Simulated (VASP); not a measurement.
# CdF (Fm-3m) in VASP: a series of runs, part 2 of 2

VASP 6.6.1. The steps go on from the part before.

## Step 3: Single point, PBE, non-collinear spin, zero start, spin-orbit coupling

INCAR

```
SYSTEM = CdF
PREC = Accurate
ENCUT = 520
EDIFF = 1E-7
ISMEAR = -1
SIGMA = 0.05
LREAL = .FALSE.
LASPH = .TRUE.
NELM = 150
ALGO = Normal
ISIF = 2
LWAVE = .FALSE.
LCHARG = .TRUE.
MAGMOM = 0 0 0 0 0 0
LORBIT = 11
LSORBIT = .TRUE.
GGA_COMPAT = .FALSE.
LORBMOM = .TRUE.
GGA = PE
LVHAR = .TRUE.
NBANDS = 31
```

KPOINTS

```
Automatic mesh
0
G
  10 10 10
  0 0 0
```

POSCAR

```
CdF
1.0
    0.0000000000      2.5312012400      2.5312012400
    2.5312012400      0.0000000000      2.5312012400
    2.5312012400      2.5312012400      0.0000000000
Cd F
1 1
Direct
    0.0000000000      0.0000000000      0.0000000000
    0.5000000000      0.5000000000      0.5000000000
```

Potentials or basis: VASP PAW PBE potentials, release 64 (Cd, F).

Launch:

```sh
cat potpaw_PBE.64/Cd/POTCAR potpaw_PBE.64/F/POTCAR > POTCAR
mpirun -np 1 vasp_ncl > vasp.out
```

OUTCAR:

```text
SYSTEM = CdF
   PREC = Accurate
   ENCUT = 520
   EDIFF = 1E-7
   ISMEAR = -1
   LREAL = .FALSE.
   LASPH = .TRUE.
   NELM = 150
   ISIF = 2
   LORBIT = 11
   LSORBIT = .TRUE.
   GGA = PE

 ion  position               nearest neighbor table
   1  0.000  0.000  0.000-   2 2.53   2 2.53   2 2.53   2 2.53   2 2.53   2 2.53
   2  0.500  0.500  0.500-   1 2.53   1 2.53   1 2.53   1 2.53   1 2.53   1 2.53

  LATTYP: Found a face centered cubic cell.
 ALAT       =     5.0624024800

  Lattice vectors:

 A1 = (   0.0000000000,   2.5312012400,   2.5312012400)
 A2 = (   2.5312012400,   0.0000000000,   2.5312012400)
 A3 = (   2.5312012400,   2.5312012400,   0.0000000000)

Analysis of symmetry for initial positions (statically):
=====================================================================
 Subroutine PRICEL returns:
 Original cell was already a primitive cell.

 Routine SETGRP: Setting up the symmetry group for a
 face centered cubic supercell.

 Subroutine GETGRP returns: Found 48 space group operations
 (whereof 48 operations were pure point group operations)
 out of a pool of 48 trial point group operations.

The static configuration has the point symmetry O_h .

Analysis of symmetry for dynamics (positions and initial velocities):
=====================================================================
 Subroutine PRICEL returns:
 Original cell was already a primitive cell.

 Routine SETGRP: Setting up the symmetry group for a
 face centered cubic supercell.

 Subroutine GETGRP returns: Found 48 space group operations
 (whereof 48 operations were pure point group operations)
 out of a pool of 48 trial point group operations.

The dynamic configuration has the point symmetry O_h .

Analysis of structural, dynamic, and magnetic symmetry:
=====================================================================
 Subroutine PRICEL returns:
 Original cell was already a primitive cell.

 Routine SETGRP: Setting up the symmetry group for a
[... 1023 lines left out ...]

 # of ion     p       d       tot
 ----------------------------------------
  1        -0.000   0.000   0.000
  2         0.000   0.000   0.000
 ----------------------------------------
           -0.000   0.000   0.000

 orbital moment (z)

 # of ion     p       d       tot
 ----------------------------------------
  1         0.000   0.000   0.000
  2         0.000   0.000   0.000
 ----------------------------------------
            0.000   0.000   0.000

 Spin-Orbit-Coupling matrix elements

 Ion:    1  E_soc:     -0.0464274
 l=   1
     0.0000000    -0.0010393    -0.0010393
    -0.0010393     0.0000000    -0.0010393
    -0.0010393    -0.0010393     0.0000000
 l=   2
     0.0000000    -0.0013701     0.0000000    -0.0013701    -0.0053286
    -0.0013701     0.0000000    -0.0039964    -0.0013701    -0.0013321
     0.0000000    -0.0039964     0.0000000    -0.0039964     0.0000000
    -0.0013701    -0.0013701    -0.0039964     0.0000000    -0.0013321
    -0.0053286    -0.0013321     0.0000000    -0.0013321     0.0000000
 l=   3
     0.0000000     0.0000000     0.0000000     0.0000000     0.0000000     0.0000000     0.0000000
     0.0000000     0.0000000     0.0000000     0.0000000     0.0000000     0.0000000     0.0000000
     0.0000000     0.0000000     0.0000000     0.0000000     0.0000000     0.0000000     0.0000000
     0.0000000     0.0000000     0.0000000     0.0000000     0.0000000     0.0000000     0.0000000
     0.0000000     0.0000000     0.0000000     0.0000000     0.0000000     0.0000000     0.0000000
     0.0000000     0.0000000     0.0000000     0.0000000     0.0000000     0.0000000     0.0000000
     0.0000000     0.0000000     0.0000000     0.0000000     0.0000000     0.0000000     0.0000000

 Ion:    2  E_soc:     -0.0005398
 l=   1
     0.0000000    -0.0000900    -0.0000900
    -0.0000900     0.0000000    -0.0000900
    -0.0000900    -0.0000900     0.0000000
 l=   2
     0.0000000     0.0000000     0.0000000     0.0000000     0.0000000
     0.0000000     0.0000000     0.0000000     0.0000000     0.0000000
     0.0000000     0.0000000     0.0000000     0.0000000     0.0000000
     0.0000000     0.0000000     0.0000000     0.0000000     0.0000000
     0.0000000     0.0000000     0.0000000     0.0000000     0.0000000
 l=   3
     0.0000000     0.0000000     0.0000000     0.0000000     0.0000000     0.0000000     0.0000000
     0.0000000     0.0000000     0.0000000     0.0000000     0.0000000     0.0000000     0.0000000
     0.0000000     0.0000000     0.0000000     0.0000000     0.0000000     0.0000000     0.0000000
     0.0000000     0.0000000     0.0000000     0.0000000     0.0000000     0.0000000     0.0000000
     0.0000000     0.0000000     0.0000000     0.0000000     0.0000000     0.0000000     0.0000000
     0.0000000     0.0000000     0.0000000     0.0000000     0.0000000     0.0000000     0.0000000
     0.0000000     0.0000000     0.0000000     0.0000000     0.0000000     0.0000000     0.0000000

 total charge

# of ion       s       p       d       tot
------------------------------------------
    1        0.448   0.137   9.588  10.173
    2        1.765   4.275   0.000   6.040
--------------------------------------------------
tot          2.213   4.411   9.588  16.213

 magnetization (x)

# of ion       s       p       d       tot
------------------------------------------
    1       -0.000  -0.000   0.000   0.000
    2        0.000   0.000   0.000   0.000
--------------------------------------------------
tot         -0.000   0.000   0.000   0.000

 magnetization (y)

# of ion       s       p       d       tot
------------------------------------------
    1        0.000   0.000   0.000   0.000
    2        0.000  -0.000   0.000  -0.000
--------------------------------------------------
tot          0.000  -0.000   0.000   0.000

 magnetization (z)

# of ion       s       p       d       tot
------------------------------------------
    1        0.000  -0.000  -0.000  -0.000
    2       -0.000  -0.000   0.000  -0.000
--------------------------------------------------
tot         -0.000  -0.000  -0.000  -0.000
```

OSZICAR:

```text
N       E                     dE             d eps       ncg     rms          rms(c)
DAV:   1     0.160094060371E+03    0.16009E+03   -0.10445E+04  2946   0.124E+03
DAV:   2     0.130653774167E+01   -0.15879E+03   -0.14940E+03  3166   0.345E+02
DAV:   3    -0.611071963045E+01   -0.74173E+01   -0.73859E+01  3391   0.813E+01
DAV:   4    -0.614288769824E+01   -0.32168E-01   -0.32166E-01  3252   0.537E+00
DAV:   5    -0.614299544557E+01   -0.10775E-03   -0.10775E-03  3463   0.268E-01    0.639E+00
DAV:   6    -0.503145125844E+01    0.11115E+01   -0.21247E+00  4321   0.364E+01    0.386E+00
DAV:   7    -0.507871445120E+01   -0.47263E-01   -0.82570E-01  3103   0.891E+00    0.236E+00
DAV:   8    -0.507304679783E+01    0.56677E-02   -0.19947E-01  3075   0.448E+00    0.101E+00
DAV:   9    -0.505370281977E+01    0.19344E-01   -0.50400E-02  3674   0.317E+00    0.170E-01
DAV:  10    -0.505424582994E+01   -0.54301E-03   -0.51126E-03  3082   0.659E-01    0.675E-02
DAV:  11    -0.505428242905E+01   -0.36599E-04   -0.53796E-05  3412   0.121E-01    0.313E-02
DAV:  12    -0.505429845455E+01   -0.16026E-04   -0.77555E-05  3307   0.118E-01    0.300E-02
DAV:  13    -0.505429114748E+01    0.73071E-05   -0.14222E-05  3264   0.444E-02    0.996E-03
DAV:  14    -0.505429016645E+01    0.98103E-06   -0.51111E-06  3180   0.230E-02    0.153E-03
DAV:  15    -0.505429023601E+01   -0.69559E-07   -0.60474E-07  3334   0.816E-03
   1 F= -.50542902E+01 E0= -.50496766E+01  d E =-.922727E-02  mag=     0.0000    -0.0000    -0.0000
```

stdout:

```text
POSCAR found type information on POSCAR CdF
 POSCAR found :  2 types and       2 ions
 scaLAPACK will be used
 LDA part: xc-table for (Slater+PW92), standard interpolation
 POSCAR, INCAR and KPOINTS ok, starting setup
 FFT: planning ... GRIDC
 FFT: planning ... GRID_SOFT
 FFT: planning ... GRID
 WAVECAR not read
 entering main loop
```

Wall time 64 s (1 thread of AMD EPYC 9R45 (Zen 5), shared host); peak memory 0.25 GiB.

What came out:

```
Free energy                                           : -5.0543 eV
Pressure                                              : 4.8 GPa
Net moment                                            : 0.00 μB per cell
Valence electrons inside the program's atomic spheres : Cd 10.17; F 6.04
```

Moments on the atoms (μB; x, y, z):
```
Cd  0.00 0.00 0.00
F   0.00 0.00 0.00
```

Caveat: the cell stands under pressure.

## Step 4: Single point, PBE, non-collinear spin, zero start, spin-orbit coupling

INCAR

```
ALGO = Normal
EDIFF = 1E-6
ENCUT = 520
GGA = PE
GGA_COMPAT = False
ISIF = 2
ISMEAR = -1
LASPH = True
LCHARG = False
LORBIT = 11
LORBMOM = True
LREAL = False
LSORBIT = True
LWAVE = False
MAGMOM = 0 0 0 0 0 0
NBANDS = 31
NELM = 150
PREC = Accurate
SIGMA = 0.05
```

KPOINTS

```
k-points
0
Gamma
  12 12 12
```

POSCAR is that of step 3.

Launch:

```sh
cat potpaw_PBE.64/Cd/POTCAR potpaw_PBE.64/F/POTCAR > POTCAR
mpirun -np 1 vasp_ncl > vasp.out
```

Wall time 86 s (1 thread of AMD EPYC 9R45 (Zen 5), shared host); peak memory 0.27 GiB.

It converged, with:

```
Free energy                                           : -5.0593 eV
Pressure                                              : 4.7 GPa
Net moment                                            : 0.00 μB per cell
Valence electrons inside the program's atomic spheres : Cd 10.17; F 6.04
```

Moments on the atoms (μB; x, y, z):
```
Cd  0.00 0.00 0.00
F   0.00 0.00 0.00
```

Caveat: the cell stands under pressure.

## Step 5: Single point, PBE, non-collinear spin, zero start, spin-orbit coupling

INCAR

```
SYSTEM = CdF
  PREC = Accurate
  ENCUT = 520
  EDIFF = 1E-7
  ISMEAR = -1
  SIGMA = 0.05
  LREAL = .FALSE.
  LASPH = .TRUE.
  NELM = 150
  ALGO = Normal
  ISIF = 2
  LWAVE = .FALSE.
  LCHARG = .FALSE.
  MAGMOM = 0 0 0 0 0 0
  LORBIT = 11
  LSORBIT = .TRUE.
  GGA_COMPAT = .FALSE.
  LORBMOM = .TRUE.
  GGA = PE
  NBANDS = 31
```

KPOINTS

```
Automatic mesh
0
G
  15 15 15
  0 0 0
```

POSCAR is that of step 4.

Potentials or basis: VASP PAW PBE potentials, release 64 (Cd, F).

Launch:

```sh
cat potpaw_PBE.64/Cd/POTCAR potpaw_PBE.64/F/POTCAR > POTCAR
mpirun -np 1 vasp_ncl > vasp.out
```

OUTCAR:

```text
SYSTEM = CdF
   PREC = Accurate
   ENCUT = 520
   EDIFF = 1E-7
   ISMEAR = -1
   LREAL = .FALSE.
   LASPH = .TRUE.
   NELM = 150
   ISIF = 2
   LORBIT = 11
   LSORBIT = .TRUE.
   GGA = PE

 ion  position               nearest neighbor table
   1  0.000  0.000  0.000-   2 2.53   2 2.53   2 2.53   2 2.53   2 2.53   2 2.53
   2  0.500  0.500  0.500-   1 2.53   1 2.53   1 2.53   1 2.53   1 2.53   1 2.53

  LATTYP: Found a face centered cubic cell.
 ALAT       =     5.0624024800

  Lattice vectors:

 A1 = (   0.0000000000,   2.5312012400,   2.5312012400)
 A2 = (   2.5312012400,   0.0000000000,   2.5312012400)
 A3 = (   2.5312012400,   2.5312012400,   0.0000000000)

Analysis of symmetry for initial positions (statically):
=====================================================================
 Subroutine PRICEL returns:
 Original cell was already a primitive cell.

 Routine SETGRP: Setting up the symmetry group for a
 face centered cubic supercell.

 Subroutine GETGRP returns: Found 48 space group operations
 (whereof 48 operations were pure point group operations)
 out of a pool of 48 trial point group operations.

The static configuration has the point symmetry O_h .

Analysis of symmetry for dynamics (positions and initial velocities):
[... 1076 lines left out ...]
     0.0000000     0.0000000     0.0000000     0.0000000     0.0000000     0.0000000     0.0000000
     0.0000000     0.0000000     0.0000000     0.0000000     0.0000000     0.0000000     0.0000000
     0.0000000     0.0000000     0.0000000     0.0000000     0.0000000     0.0000000     0.0000000
     0.0000000     0.0000000     0.0000000     0.0000000     0.0000000     0.0000000     0.0000000

 Ion:    2  E_soc:     -0.0005421
 l=   1
     0.0000000    -0.0000903    -0.0000903
    -0.0000903     0.0000000    -0.0000903
    -0.0000903    -0.0000903     0.0000000
 l=   2
     0.0000000     0.0000000     0.0000000     0.0000000     0.0000000
     0.0000000     0.0000000     0.0000000     0.0000000     0.0000000
     0.0000000     0.0000000     0.0000000     0.0000000     0.0000000
     0.0000000     0.0000000     0.0000000     0.0000000     0.0000000
     0.0000000     0.0000000     0.0000000     0.0000000     0.0000000
 l=   3
     0.0000000     0.0000000     0.0000000     0.0000000     0.0000000     0.0000000     0.0000000
     0.0000000     0.0000000     0.0000000     0.0000000     0.0000000     0.0000000     0.0000000
     0.0000000     0.0000000     0.0000000     0.0000000     0.0000000     0.0000000     0.0000000
     0.0000000     0.0000000     0.0000000     0.0000000     0.0000000     0.0000000     0.0000000
     0.0000000     0.0000000     0.0000000     0.0000000     0.0000000     0.0000000     0.0000000
     0.0000000     0.0000000     0.0000000     0.0000000     0.0000000     0.0000000     0.0000000
     0.0000000     0.0000000     0.0000000     0.0000000     0.0000000     0.0000000     0.0000000

 total charge

# of ion       s       p       d       tot
------------------------------------------
    1        0.450   0.137   9.588  10.174
    2        1.766   4.273   0.000   6.038
--------------------------------------------------
tot          2.215   4.409   9.588  16.213

 magnetization (x)

# of ion       s       p       d       tot
------------------------------------------
    1       -0.000  -0.000  -0.000  -0.000
    2        0.000  -0.000   0.000   0.000
--------------------------------------------------
tot          0.000  -0.000  -0.000  -0.000

 magnetization (y)

# of ion       s       p       d       tot
------------------------------------------
    1        0.000   0.000   0.000   0.000
    2        0.000   0.000   0.000   0.000
--------------------------------------------------
tot          0.000   0.000   0.000   0.000

 magnetization (z)

# of ion       s       p       d       tot
------------------------------------------
    1        0.000   0.000   0.000   0.000
    2       -0.000  -0.000   0.000  -0.000
--------------------------------------------------
tot         -0.000  -0.000   0.000  -0.000
```

stdout:

```text
POSCAR found type information on POSCAR CdF
 POSCAR found :  2 types and       2 ions
 scaLAPACK will be used
 LDA part: xc-table for (Slater+PW92), standard interpolation
 POSCAR, INCAR and KPOINTS ok, starting setup
 FFT: planning ... GRIDC
 FFT: planning ... GRID_SOFT
 FFT: planning ... GRID
 WAVECAR not read
 entering main loop
```

Run time: 2.6 min. Hardware: 1 thread of AMD EPYC 9R45 (Zen 5), shared host; peak memory 0.32 GiB.

Results:

```
Free energy                                           : -5.0634 eV
Pressure                                              : 4.7 GPa
Net moment                                            : 0.00 μB per cell
Valence electrons inside the program's atomic spheres : Cd 10.17; F 6.04
```

Moments on the atoms (μB; x, y, z):
```
Cd  0.00 0.00 0.00
F   0.00 0.00 0.00
```

Caveat: the cell stands under pressure.

## Step 6: Overview

| k mesh | pressure (GPa) | moment (μB) |
| --- | --- | --- |
| 8 × 8 × 8 | 4.8 | 0.00 |
| 10 × 10 × 10 | 4.8 | 0.00 |
| 12 × 12 × 12 | 4.7 | 0.00 |
| 15 × 15 × 15 | 4.7 | 0.00 |

Alike in all rows: task single point; level PBE; potentials or basis VASP PAW PBE potentials, release 64 (Cd, F); spin non-collinear, zero start, SOC; cell as given; cutoff (eV) 520; smearing fermi-dirac 0.05 eV.

Caveats: the cell stands under pressure.

Absolute energies hang on the potentials; compare differences alone.
